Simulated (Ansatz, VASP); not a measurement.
# Ba: VASP beside Ansatz

File INCAR:

```
PREC     = Accurate       # precision mode
ENCUT    = 500            # plane-wave cutoff, eV
EDIFF    = 1E-6           # SCF threshold, eV
ISMEAR   = -1             # smearing method
SIGMA    = 0.05           # smearing width, eV
LREAL    = False          # projectors in reciprocal space
LASPH    = True           # aspherical terms in the spheres
NELM     = 120            # most SCF steps
ALGO     = Normal         # electronic algorithm
ISIF     = 2              # what is computed and relaxed
LWAVE    = False          # write WAVECAR
LCHARG   = False          # write CHGCAR
NBANDS   = 11             # bands
GGA_COMPAT= False
```

KPOINTS

```
regular mesh
0
Gamma
  12 12 12
```

File POSCAR:

```
Ba
1.0
    0.0000000000      2.7958554661      2.7958554661
    2.7958554661      0.0000000000      2.7958554661
    2.7958554661      2.7958554661      0.0000000000
Ba
1
Direct
    0.0000000000      0.0000000000      0.0000000000
```

Input for Ansatz:

```yaml
crystal:
  lattice:
    - [0.0, 2.7958554661, 2.7958554661]
    - [2.7958554661, 0.0, 2.7958554661]
    - [2.7958554661, 2.7958554661, 0.0]
  atoms:
    - { symbol: Ba, position: [0.0, 0.0, 0.0] }
kpoints:
  mp_grid: { grid: [12, 12, 12] }
scf:
  occupations: { method: fermi_dirac, width: 0.05 }
hamiltonian:
  xc: lda
  pseudopotentials: { kind: paw }
output:
  forces: true
  stress: true
  eigenvalues: true
```

Change from the starting cell: volume scaled by 0.813, to set the pressure.

Alike in both runs: task single point; functional LDA; k mesh 12 × 12 × 12; occupations fermi-dirac, width 0.05 eV; no spin polarisation.

|  | VASP | Ansatz |
| --- | --- | --- |
| version | VASP 6.6.1 | Ansatz 0.2.0 |
| potentials or method | VASP PAW LDA potentials, release 64 (Ba_sv) | PAW with Ansatz's default frozen-core files, scalar-relativistic |
| plane-wave cutoff (eV) | 500 | 420 |
| valence electrons in the cell | 10 | 10 |

```csv
,VASP,Ansatz,Ansatz less VASP
pressure (GPa),2.6,2.3,-0.29
```

LDA's correlation is that of Perdew and Zunger in VASP and of Perdew and Wang (1992) in Ansatz.

Spin-orbit coupling is off throughout.
